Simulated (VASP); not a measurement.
Input of a VASP 6.6.1 run:

Contents of POSCAR:

```
Fe
1.0
   -1.4314200000      1.4314200000      1.4314200000
    1.4314200000     -1.4314200000      1.4314200000
    1.4314200000      1.4314200000     -1.4314200000
Fe
1
Direct
    0.0000000000      0.0000000000      0.0000000000
```

File INCAR.step1:

```
SYSTEM = Fe
  PREC = Accurate
  ENCUT = 520
  ISMEAR = -1
  SIGMA = 0.1
  LREAL = .False.
  LASPH = .True.
  NELM = 150
  ISPIN = 2
  MAGMOM = 1.8
  NUPDOWN = 1.8
  LMAXMIX = 4
  NBANDS = 14
  GGA = PE
  ALGO = Normal
  EDIFF = 1E-4
  LWAVE = .True.
  LCHARG = .False.
```

The input INCAR.step2:

```
SYSTEM = Fe
  PREC = Accurate
  ENCUT = 520
  EDIFF = 1E-6
  ISMEAR = -1
  SIGMA = 0.1
  LREAL = .False.
  LASPH = .True.
  NELM = 150
  ALGO = Normal
  ISIF = 2
  LWAVE = .False.
  LCHARG = .False.
  ISPIN = 2
  MAGMOM = 1.8
  LORBIT = 11
  NUPDOWN = 1.8
  LMAXMIX = 4
  METAGGA = R2SCAN
  LMIXTAU = .True.
  NBANDS = 14
  ISTART = 1
```

Contents of KPOINTS:

```
regular mesh
0
Gamma
  15 15 15
  0 0 0
```

Potentials or basis: VASP PAW PBE potentials, release 64 (Fe).

The run is started by

```console
$ cat potpaw_PBE.64/Fe/POTCAR > POTCAR
$ cp INCAR.step1 INCAR
$ mpirun -np 1 vasp_std > vasp.out
$ cp INCAR.step2 INCAR
$ mpirun -np 1 vasp_std > vasp.out
```

What does it give for the pressure?

-16.8 GPa.

Caveat: the PAW data sets were made with another functional, which shifts forces and pressure a little; the total moment is fixed, so each spin has its own Fermi level.
